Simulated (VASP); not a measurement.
# BN (P6_3/mmc) in VASP: further runs

Runs on BN. Level: LDA. Tasks: single point.

Program: VASP 6.6.1. These are calculated values, not measurements. Logs are shortened: lines on timing, memory, paths and dates and some standing lists are left out, and cuts for length are marked.

### Step 1. The cell of the first run

Symmetry: P6_3/mmc, No. 194, hexagonal system. Conventional cell: a = 2.528 Å, b = 2.528 Å, c = 6.139 Å, α = 90.00°, β = 90.00°, γ = 120.00°. Within 1.9 Å of B (site symmetry -6m2) lie 3 N at 1.46 Å. Within 1.9 Å of N (site symmetry -6m2) lie 3 B at 1.46 Å.

### Step 2. Single point, LDA (volume 8.498 Å^3 an atom, c/a of the conventional cell 2.4281)

The input, INCAR:

```
PREC     = Accurate       # precision mode
ENCUT    = 520            # plane-wave cutoff, eV
EDIFF    = 1E-6           # SCF threshold, eV
ISMEAR   = 0              # smearing method
SIGMA    = 0.05           # smearing width, eV
LREAL    = False          # projectors in reciprocal space
LASPH    = True           # aspherical terms in the spheres
NELM     = 60             # most SCF steps
ALGO     = Normal         # electronic algorithm
ISIF     = 2              # what is computed and relaxed
LWAVE    = False          # write WAVECAR
LCHARG   = False          # write CHGCAR
NBANDS   = 16             # bands
```

The input, KPOINTS:

```
Automatic mesh
0
Gamma
  12 12 4
```

The input, POSCAR:

```
BN
1.0
    2.5284818420      0.0000000000      0.0000000000
   -1.2642409210      2.1897295082      0.0000000000
    0.0000000000      0.0000000000      6.1394067605
B N
2 2
Direct
    0.3333333333      0.6666666667      0.2500000000
    0.6666666667      0.3333333333      0.7500000000
    0.3333333333      0.6666666667      0.7500000000
    0.6666666667      0.3333333333      0.2500000000
```

Potentials or basis: VASP PAW LDA potentials, release 64 (B, N).

Run with:

```bash
$ cat potpaw_LDA.64/B/POTCAR potpaw_LDA.64/N/POTCAR > POTCAR
$ mpirun -np 1 vasp_std > vasp.out
```

OUTCAR:

```text
PREC = Accurate
   ENCUT = 520
   EDIFF = 1E-6
   ISMEAR = 0
   LREAL = False
   LASPH = True
   NELM = 60
   ISIF = 2

 ion  position               nearest neighbor table
   1  0.333  0.667  0.250-   4 1.46   4 1.46   4 1.46
   2  0.667  0.333  0.750-   3 1.46   3 1.46   3 1.46
   3  0.333  0.667  0.750-   2 1.46   2 1.46   2 1.46
   4  0.667  0.333  0.250-   1 1.46   1 1.46   1 1.46

  LATTYP: Found a hexagonal cell.
 ALAT       =     2.5284818420
 C/A-ratio  =     2.4281000000

  Lattice vectors:

 A1 = (   2.5284818420,   0.0000000000,   0.0000000000)
 A2 = (  -1.2642409210,   2.1897295082,   0.0000000000)
 A3 = (   0.0000000000,   0.0000000000,   6.1394067605)

Analysis of symmetry for initial positions (statically):
=====================================================================
 Subroutine PRICEL returns:
 Original cell was already a primitive cell.

 Routine SETGRP: Setting up the symmetry group for a
 hexagonal supercell.

 Subroutine GETGRP returns: Found 24 space group operations
 (whereof 12 operations were pure point group operations)
 out of a pool of 24 trial point group operations.

The static configuration has the point symmetry D_3d.
 The point group associated with its full space group is D_6h.

Analysis of symmetry for dynamics (positions and initial velocities):
=====================================================================
 Subroutine PRICEL returns:
 Original cell was already a primitive cell.

 Routine SETGRP: Setting up the symmetry group for a
 hexagonal supercell.

 Subroutine GETGRP returns: Found 24 space group operations
 (whereof 12 operations were pure point group operations)
 out of a pool of 24 trial point group operations.

The dynamic configuration has the point symmetry D_3d.
 The point group associated with its full space group is D_6h.

 Subroutine INISYM returns: Found 24 space group operations
 (whereof 12 operations are pure point group operations),
 and found     1 'primitive' translations

----------------------------------------------------------------------------------------

                                     Primitive cell

  volume of cell :      33.9920

  direct lattice vectors                    reciprocal lattice vectors
     2.528481842  0.000000000  0.000000000     0.395494238  0.228338705  0.000000000
    -1.264240921  2.189729508  0.000000000     0.000000000  0.456677410  0.000000000
     0.000000000  0.000000000  6.139406761     0.000000000  0.000000000  0.162882187

  length of vectors
     2.528481842  2.528481842  6.139406761     0.456677410  0.456677410  0.162882187

  position of ions in fractional coordinates (direct lattice)
     0.333333333  0.666666667  0.250000000
     0.666666667  0.333333333  0.750000000
     0.333333333  0.666666667  0.750000000
     0.666666667  0.333333333  0.250000000

  ion indices of the primitive-cell ions
   primitive index   ion index
                 1           1
                 2           2
                 3           3
                 4           4

----------------------------------------------------------------------------------------

 KPOINTS: Automatic mesh

Automatic generation of k-mesh.
 Grid dimensions read from file:
 generate k-points for:   12   12    4

 Generating k-lattice:

  Cartesian coordinates                     Fractional coordinates (reciprocal lattice)
     0.032957853  0.019028225  0.000000000     0.083333333  0.000000000  0.000000000
     0.000000000  0.038056451  0.000000000     0.000000000  0.083333333  0.000000000
     0.000000000  0.000000000  0.040720547     0.000000000  0.000000000  0.250000000

  Length of vectors
     0.038056451  0.038056451  0.040720547

  Shift w.r.t. Gamma in fractional coordinates (k-lattice)
     0.000000000  0.000000000  0.000000000

 Subroutine IBZKPT returns following result:
 ===========================================

 Found     57 irreducible k-points:

 Following reciprocal coordinates:
            Coordinates               Weight
  0.000000  0.000000  0.000000      1.000000
  0.083333  0.000000  0.000000      6.000000
  0.166667 -0.000000  0.000000      6.000000
  0.250000 -0.000000  0.000000      6.000000
  0.333333 -0.000000  0.000000      6.000000
  0.416667 -0.000000  0.000000      6.000000
[... 16 lines left out ...]
  0.250000 -0.000000  0.250000     12.000000
  0.333333 -0.000000  0.250000     12.000000
 [... further k-points ...]
   k-points           NKPTS =     57   k-points in BZ     NKDIM =     57   number of bands    NBANDS=     16
   number of dos      NEDOS =    301   number of ions     NIONS =      4
   total plane-waves  NPLWV =  19200
   dimension x,y,z NGX =    20 NGY =   20 NGZ =   48
   dimension x,y,z NGXF=    40 NGYF=   40 NGZF=   96
   ions per type =               2   2
   NGX,Y,Z   is equivalent  to a cutoff of  13.15, 13.15, 13.00 a.u.
   NGXF,Y,Z  is equivalent  to a cutoff of  26.30, 26.30, 26.00 a.u.
 SYSTEM =  unknown system
   PREC   = accura    normal or accurate (medium, high low for compatibility)
   ISTART =      0    job   : 0-new  1-cont  2-samecut
   ICHARG =      2    charge: 1-file 2-atom 10-const
   ISPIN  =      1    spin polarized calculation?
   LNONCOLLINEAR =      F non collinear calculations
   LSORBIT =      F    spin-orbit coupling
   LASPH  =      T    aspherical Exc in radial PAW
   ENCUT  =  520.0 eV  38.22 Ry    6.18 a.u.   4.70  4.70 11.42*2*pi/ulx,y,z
   NELM   =     60;   NELMIN=  2; NELMDL= -5     # of ELM steps
   EDIFF  = 0.1E-05   stopping-criterion for ELM
   LREAL  =      F    real-space projection
   EDIFFG = 0.1E-04   stopping-criterion for IOM
   NSW    =      0    number of steps for IOM
   IBRION =     -1    ionic relax: 0-MD 1-quasi-New 2-CG
   NFREE  =      0    steps in history (QN), initial steepest desc. (CG)
   ISIF   =      2    stress and relaxation
   ISYM   =      2    0-nonsym 1-usesym 2-fastsym
   POTIM  = 0.5000    time-step for ionic-motion
   TEBEG  =    0.0;   TEEND  =   0.0 temperature during run
   PSTRESS=    0.0 pullay stress
   NELECT =      16.0000    total number of electrons
   NUPDOWN=      -1.0000    fix difference up-down
   EMIN   =  10.00;   EMAX   =-10.00  energy-range for DOS
   EFERMI =   0.00;   METHOD = LEGACY
   ISMEAR =     0;   SIGMA  =   0.05  broadening in eV -4-tet -1-fermi 0-gaus
   EFERMI_NEDOS =   21; number of points for ismear=-14 and -15
   IALGO  =     38    algorithm
   IMIX   =      4    mixing-type and parameters
     AMIX     =   0.40;   BMIX     =  1.00
     AMIX_MAG =   1.60;   BMIX_MAG =  1.00
  volume/ion in A,a.u.               =       8.50        57.35
  Fermi-wavevector in a.u.,A,eV,Ry     =   1.273472  2.406512 22.064974  1.621730
  Thomas-Fermi vector in A             =   2.406293
   LORBIT       =      0    0 simple, 1 ext, 2 COOP (PROOUT), +10 PAW based schemes
   GGA     = CA    functional components
   LHFCALC =     F    Hartree Fock is set to
   AEXX    =    0.0000 exact exchange contribution
   IVDW    =     0    specifies the selected vdW correction
   LEPSILON=     F    determine dielectric tensor
   LRPA    =     F    only Hartree local field effects (RPA)
 non-spin polarized calculation
 Gauss-broadening in eV      SIGMA  =   0.05
  energy-cutoff  :      520.00
  volume of cell :       33.99
 maximum number of plane-waves:       925
 NGX is ok and might be reduce to    20
   NGX =  9   NGY =  9   NGZ = 23

 number of electron      15.9999999 magnetization

 Free energy of the ion-electron system (eV)
  ---------------------------------------------------
  ext. energy  EPLUGINS =         0.00000000
  ---------------------------------------------------
  free energy    TOTEN  =       -38.51646520 eV

  energy without entropy =      -38.51646520  energy(sigma->0) =      -38.51646520

 E-fermi :   3.0744     XC(G=0): -10.9410

 val. band max:        2.7711758317   @ k =   0.3333   0.2500   0.0000
 cond. band min:       6.6428592599   @ k =   0.5000  -0.0000   0.0000
 fundamental gap:      3.8716834283
 Fermi energy:         3.0743734070

 k-point     1 :       0.0000    0.0000    0.0000
  band No.  band energies     occupation
      1     -14.8461      2.00000
      2     -14.2894      2.00000
      3      -3.8908      2.00000
      4      -0.7145      2.00000
      5       1.3075      2.00000
      6       1.3075      2.00000
[... 8 lines left out ...]
     15      14.8270      0.00000
     16      15.2167      0.00000

 k-point     2 :       0.0833    0.0000    0.0000
  band No.  band energies     occupation
      1     -14.7112      2.00000
      2     -14.1625      2.00000
      3      -3.7060      2.00000
      4      -0.5560      2.00000
      5       0.7627      2.00000
      6       0.8483      2.00000
[... 8 lines left out ...]
     15      14.7018      0.00000
     16      15.2895      0.00000

 k-point     3 :       0.1667   -0.0000    0.0000
  band No.  band energies     occupation
      1     -14.3132      2.00000
      2     -13.7891      2.00000
      3      -3.1578      2.00000
      4      -0.6220      2.00000
      5      -0.5149      2.00000
      6      -0.0914      2.00000
[... 8 lines left out ...]
     15      16.1815      0.00000
     16      16.3514      0.00000

 k-point     4 :       0.2500   -0.0000    0.0000
  band No.  band energies     occupation
      1     -13.6773      2.00000
      2     -13.1971      2.00000
      3      -2.3844      2.00000
      4      -2.2689      2.00000
      5      -2.2379      2.00000
      6      -0.2899      2.00000
[... 8 lines left out ...]
     15      18.1657      0.00000
     16      18.3651      0.00000
[... 324 lines left out ...]
 k-point    22 :       0.1667   -0.0000    0.2500
  band No.  band energies     occupation
      1     -14.2431      2.00000
      2     -13.8733      2.00000
      3      -2.7978      2.00000
      4      -0.7781      2.00000
      5      -0.5947      2.00000
      6      -0.4155      2.00000
[... 8 lines left out ...]
     15      15.9945      0.00000
     16      16.1474      0.00000

 k-point    23 :       0.2500   -0.0000    0.2500
  band No.  band energies     occupation
      1     -13.6125      2.00000
      2     -13.2735      2.00000
      3      -2.4176      2.00000
      4      -2.2748      2.00000
      5      -1.8582      2.00000
      6      -0.2721      2.00000
[... 8 lines left out ...]
     15      18.1909      0.00000
     16      18.3316      0.00000

 k-point    24 :       0.3333   -0.0000    0.2500
  band No.  band energies     occupation
      1     -12.8098      2.00000
      2     -12.5221      2.00000
      3      -4.1244      2.00000
      4      -3.9957      2.00000
      5      -0.8871      2.00000
      6      -0.7929      2.00000
[... 8 lines left out ...]
     15      19.3707      0.00000
     16      20.6190      0.00000

 [... further k-points ...]

------------------------ aborting loop because EDIFF is reached ----------------------------------------

  FORCE on cell =-STRESS in cart. coord.  units (eV):
  Direction    XX          YY          ZZ          XY          YZ          ZX
  --------------------------------------------------------------------------------------
  -------------------------------------------------------------------------------------
  Total       -3.5414506     -3.5414506      0.3854361      0.0000000      0.0000000      0.0000000
  in kB     -166.9225644   -166.9225644     18.1671261      0.0000000      0.0000000      0.0000000
  external PRESSURE =    -105.2260009 kB  Pullay stress =       0.0000000 kB

 VOLUME and BASIS-vectors are now :
 -----------------------------------------------------------------------------
  energy-cutoff  :      520.00
  volume of cell :       33.99
      direct lattice vectors                 reciprocal lattice vectors
     2.528481842  0.000000000  0.000000000     0.395494238  0.228338705  0.000000000
    -1.264240921  2.189729508  0.000000000     0.000000000  0.456677410  0.000000000
     0.000000000  0.000000000  6.139406761     0.000000000  0.000000000  0.162882187

 POSITION                                       TOTAL-FORCE (eV/Angst)
 -----------------------------------------------------------------------------------
     -0.00000      1.45982      1.53485         0.000000     -0.000000      0.000000
      1.26424      0.72991      4.60456        -0.000000      0.000000      0.000000
     -0.00000      1.45982      4.60456         0.000000     -0.000000      0.000000
      1.26424      0.72991      1.53485         0.000000      0.000000      0.000000
 -----------------------------------------------------------------------------------
    total drift:                               -0.000000      0.000000      0.000000

  FREE ENERGIE OF THE ION-ELECTRON SYSTEM (eV)
  ---------------------------------------------------
  free  energy   TOTEN  =       -38.5164651977 eV

  energy  without entropy=      -38.5164651977  energy(sigma->0) =      -38.51646520
```

Wall time 33 s (1 thread of AMD EPYC 7R13, shared host); peak memory 0.11 GiB.

Results:

```yaml
Free_energy: -38.5165 eV
Pressure: -10.5 GPa
Band_gap_on_the_k_mesh: 3.87 eV, indirect (least direct gap 4.17 eV)
```

Stress tensor (GPa, compression positive):
```
-16.69   0.00   0.00
  0.00 -16.69   0.00
  0.00   0.00   1.82
```

### Step 3. Single point, LDA (volume 8.498 Å^3 an atom, c/a of the conventional cell 2.6740)

The input, INCAR:

```
SYSTEM = BN
PREC = Accurate
ENCUT = 520
EDIFF = 1E-7
ISMEAR = 0
SIGMA = 0.05
LREAL = .False.
LASPH = .True.
NELM = 80
ALGO = Normal
ISIF = 2
LWAVE = .False.
LCHARG = .True.
LELF = .True.
LVHAR = .True.
NBANDS = 16
```

The input, KPOINTS:

```
regular mesh
0
Gamma
  12 12 4
  0 0 0
```

The input, POSCAR:

```
BN
1.0
    2.4484706050      0.0000000000      0.0000000000
   -1.2242353025      2.1204377444      0.0000000000
    0.0000000000      0.0000000000      6.5472103978
B N
2 2
Direct
    0.3333333333      0.6666666667      0.2500000000
    0.6666666667      0.3333333333      0.7500000000
    0.3333333333      0.6666666667      0.7500000000
    0.6666666667      0.3333333333      0.2500000000
```

Potentials or basis: VASP PAW LDA potentials, release 64 (B, N).

Run with:

```bash
$ cat potpaw_LDA.64/B/POTCAR potpaw_LDA.64/N/POTCAR > POTCAR
$ mpirun -np 1 vasp_std > vasp.out
```

OUTCAR:

```text
SYSTEM = BN
   PREC = Accurate
   ENCUT = 520
   EDIFF = 1E-7
   ISMEAR = 0
   LREAL = .False.
   LASPH = .True.
   NELM = 80
   ISIF = 2

 ion  position               nearest neighbor table
   1  0.333  0.667  0.250-   4 1.41   4 1.41   4 1.41
   2  0.667  0.333  0.750-   3 1.41   3 1.41   3 1.41
   3  0.333  0.667  0.750-   2 1.41   2 1.41   2 1.41
   4  0.667  0.333  0.250-   1 1.41   1 1.41   1 1.41

  LATTYP: Found a hexagonal cell.
 ALAT       =     2.4484706050
 C/A-ratio  =     2.6740000000

  Lattice vectors:

 A1 = (   2.4484706050,   0.0000000000,   0.0000000000)
 A2 = (  -1.2242353025,   2.1204377444,   0.0000000000)
 A3 = (   0.0000000000,   0.0000000000,   6.5472103978)

Analysis of symmetry for initial positions (statically):
=====================================================================
 Subroutine PRICEL returns:
 Original cell was already a primitive cell.

 Routine SETGRP: Setting up the symmetry group for a
 hexagonal supercell.

 Subroutine GETGRP returns: Found 24 space group operations
 (whereof 12 operations were pure point group operations)
 out of a pool of 24 trial point group operations.

[... 172 lines left out ...]
 fundamental gap:      4.1525809913
 Fermi energy:         2.8863963752

 k-point     1 :       0.0000    0.0000    0.0000
  band No.  band energies     occupation
      1     -15.4416      2.00000
      2     -15.0989      2.00000
      3      -4.1721      2.00000
      4      -1.8534      2.00000
      5       1.3059      2.00000
      6       1.3059      2.00000
[... 433 lines left out ...]
      3      -4.4187      2.00000
      4      -4.3542      2.00000
      5      -1.0980      2.00000
      6      -1.0524      2.00000
[... 8 lines left out ...]
     15      19.8495      0.00000
     16      22.0214      0.00000

 [... further k-points ...]

------------------------ aborting loop because EDIFF is reached ----------------------------------------

  FORCE on cell =-STRESS in cart. coord.  units (eV):
  Direction    XX          YY          ZZ          XY          YZ          ZX
  --------------------------------------------------------------------------------------
  -------------------------------------------------------------------------------------
  Total        4.3806896      4.3806896     -0.0735050     -0.0000000      0.0000000      0.0000000
  in kB      206.4792154    206.4792154     -3.4645809     -0.0000000      0.0000000      0.0000000
  external PRESSURE =     136.4979500 kB  Pullay stress =       0.0000000 kB

 VOLUME and BASIS-vectors are now :
 -----------------------------------------------------------------------------
  energy-cutoff  :      520.00
  volume of cell :       33.99
      direct lattice vectors                 reciprocal lattice vectors
     2.448470605  0.000000000  0.000000000     0.408418217  0.235800368  0.000000000
    -1.224235302  2.120437744  0.000000000     0.000000000  0.471600736  0.000000000
     0.000000000  0.000000000  6.547210398     0.000000000  0.000000000  0.152736805

 POSITION                                       TOTAL-FORCE (eV/Angst)
 -----------------------------------------------------------------------------------
     -0.00000      1.41363      1.63680        -0.000000      0.000000      0.000000
      1.22424      0.70681      4.91041         0.000000     -0.000000      0.000000
     -0.00000      1.41363      4.91041         0.000000      0.000000      0.000000
      1.22424      0.70681      1.63680         0.000000     -0.000000      0.000000
 -----------------------------------------------------------------------------------
    total drift:                               -0.000000      0.000000      0.000000

  FREE ENERGIE OF THE ION-ELECTRON SYSTEM (eV)
  ---------------------------------------------------
  free  energy   TOTEN  =       -38.5055477349 eV

  energy  without entropy=      -38.5055477349  energy(sigma->0) =      -38.50554773
```

OSZICAR:

```text
N       E                     dE             d eps       ncg     rms          rms(c)
DAV:   1     0.437645071995E+02    0.43765E+02   -0.82502E+03  1832   0.940E+02
DAV:   2    -0.401646277319E+02   -0.83929E+02   -0.76683E+02  2624   0.213E+02
DAV:   3    -0.429808135555E+02   -0.28162E+01   -0.28056E+01  2280   0.380E+01
DAV:   4    -0.429951141630E+02   -0.14301E-01   -0.14298E-01  2416   0.312E+00
DAV:   5    -0.429952391905E+02   -0.12503E-03   -0.12503E-03  2248   0.270E-01    0.116E+01
DAV:   6    -0.390776973096E+02    0.39175E+01   -0.60310E+00  2160   0.186E+01    0.511E+00
DAV:   7    -0.386350445241E+02    0.44265E+00   -0.56163E-01  2456   0.530E+00    0.310E+00
DAV:   8    -0.385105977767E+02    0.12445E+00   -0.28608E-01  2272   0.366E+00    0.463E-01
DAV:   9    -0.385055568828E+02    0.50409E-02   -0.16104E-02  2080   0.984E-01    0.199E-01
DAV:  10    -0.385055331941E+02    0.23689E-04   -0.68322E-04  2384   0.199E-01    0.249E-02
DAV:  11    -0.385055477263E+02   -0.14532E-04   -0.26293E-05  2168   0.411E-02    0.206E-02
DAV:  12    -0.385055477588E+02   -0.32486E-07   -0.62377E-06  2160   0.182E-02    0.153E-03
DAV:  13    -0.385055477349E+02    0.23915E-07   -0.32484E-07  2352   0.396E-03
   1 F= -.38505548E+02 E0= -.38505548E+02  d E =-.324621E-21
```

stdout:

```text
POSCAR found type information on POSCAR B N
 POSCAR found :  2 types and       4 ions
 scaLAPACK will be used
 LDA part: xc-table for (Slater(with rela. corr.)+CA(PZ))
 , standard interpolation
 POSCAR, INCAR and KPOINTS ok, starting setup
 FFT: planning ... GRIDC
 FFT: planning ... GRID_SOFT
 FFT: planning ... GRID
 WAVECAR not read
 entering main loop
```

Run time: 33 s. Hardware: 1 thread of AMD EPYC 7R13, shared host; peak memory 0.11 GiB.

Results:

```
Free energy            : -38.5055 eV
Pressure               : 13.6 GPa
Band gap on the k mesh : 4.15 eV, indirect (least direct gap 4.63 eV)
```

Stress tensor (GPa, compression positive):
```
20.65  0.00  0.00
 0.00 20.65  0.00
 0.00  0.00 -0.35
```
